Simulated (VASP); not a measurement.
A run of VASP 6.6.1 is set up as follows.

Contents of POSCAR:

```
Sn
1.0
   -2.9787113908      2.9787113908      1.6065420333
    2.9787113908     -2.9787113908      1.6065420333
    2.9787113908      2.9787113908     -1.6065420333
Sn
2
Direct
    0.0000000000      0.0000000000      0.0000000000
    0.7500000000      0.2500000000      0.5000000000
```

Contents of INCAR.step1:

```
SYSTEM = Sn
  PREC = Accurate
  ENCUT = 550
  ISMEAR = 0
  SIGMA = 0.05
  LREAL = .FALSE.
  LASPH = .TRUE.
  NELM = 120
  NBANDS = 21
  GGA = PE
  ALGO = Normal
  EDIFF = 1E-5
  LWAVE = .TRUE.
  LCHARG = .FALSE.
  GGA_COMPAT = .FALSE.
```

INCAR.step2

```
SYSTEM = Sn
  PREC = Accurate
  ENCUT = 550
  EDIFF = 1E-6
  ISMEAR = 0
  SIGMA = 0.05
  LREAL = .FALSE.
  LASPH = .TRUE.
  NELM = 120
  ALGO = Normal
  ISIF = 2
  LWAVE = .FALSE.
  LCHARG = .FALSE.
  METAGGA = R2SCAN
  LMIXTAU = .TRUE.
  NBANDS = 21
  ISTART = 1
  GGA_COMPAT = .FALSE.
```

KPOINTS

```
Automatic mesh
0
G
  16 16 16
  0 0 0
```

Potentials or basis: VASP PAW PBE potentials, release 64 (Sn_d).

Run with:

```bash
$ cat potpaw_PBE.64/Sn_d/POTCAR > POTCAR
$ cp INCAR.step1 INCAR
$ mpirun -np 1 vasp_std > vasp.out
$ cp INCAR.step2 INCAR
$ mpirun -np 1 vasp_std > vasp.out
```

(1) Predict the band gap on the k mesh.

(2) Estimate the pressure.

## Answers

(1) zero (bands 14 and 15 overlap by 4.18 eV).

(2) -1.7 GPa.

Caveat: the PAW data sets were made with another functional, which shifts forces and pressure a little; spin-orbit coupling is left out, which moves the levels of the heavy elements.
